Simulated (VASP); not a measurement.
Write the native input for VASP 6.6.1 that does the following.

* Task: single point
* Functional: PBE
* Potentials or basis: VASP PAW PBE potentials, release 64 (Tm_3, In_d, O), 4f in core
* Cutoff: 600 eV
* k mesh: 12 × 12 × 12
* Occupations: gaussian, width 0.1 eV
* Spin: no spin polarisation
* Dipole correction: no
* Further INCAR settings: ALGO = Normal; EDIFF = 1e-06; NBANDS = 25

The structure of TmInO2 lies in POSCAR:

```
TmInO2
1.0
    1.6692262387      0.9637282183      6.7107313054
   -1.6692262387      0.9637282183      6.7107313054
    0.0000000000     -1.9274564365      6.7107313054
Tm In O
1 1 2
Direct
    0.0000000000      0.0000000000      0.0000000000
    0.5000000000      0.5000000000      0.5000000000
    0.3877686328      0.3877686328      0.3877686328
    0.6122313672      0.6122313672      0.6122313672
```

These files were run (other wordings do the same):

INCAR

```
SYSTEM = TmInO2
PREC = Accurate ; ENCUT = 600
EDIFF = 1E-6 ; ISMEAR = 0
SIGMA = 0.1 ; LREAL = .False.
LASPH = .True. ; NELM = 200
ALGO = Normal ; ISIF = 2
LWAVE = .False. ; LCHARG = .False.
GGA = PE ; NBANDS = 25
GGA_COMPAT = .False. ; LMAXMIX = 6
```

KPOINTS

```
regular mesh
0
Gamma
  12 12 12
  0 0 0
```

Potentials or basis: VASP PAW PBE potentials, release 64 (Tm_3, In_d, O), 4f in core.

Launch:

```bash
$ cat potpaw_PBE.64/Tm_3/POTCAR potpaw_PBE.64/In_d/POTCAR potpaw_PBE.64/O/POTCAR > POTCAR
$ mpirun -np 1 vasp_std > vasp.out
```

Results of the run:

The pressure is 4.2 GPa and the largest force is 0.113 eV/Å. The band gap on the k mesh is zero (bands 17 and 18 overlap by 0.70 eV).

Caveat: the cell stands under pressure; spin-orbit coupling is left out, which moves the levels of the heavy elements; the 4f electrons are frozen in the core, so they carry no moment and show no levels; the run has no spin polarisation, though such a crystal can be magnetic.

Run time: 29 min on 1 thread of AMD EPYC 7R43 64-Core Processor (Zen 3) (shared host), peak memory 0.67 GiB.
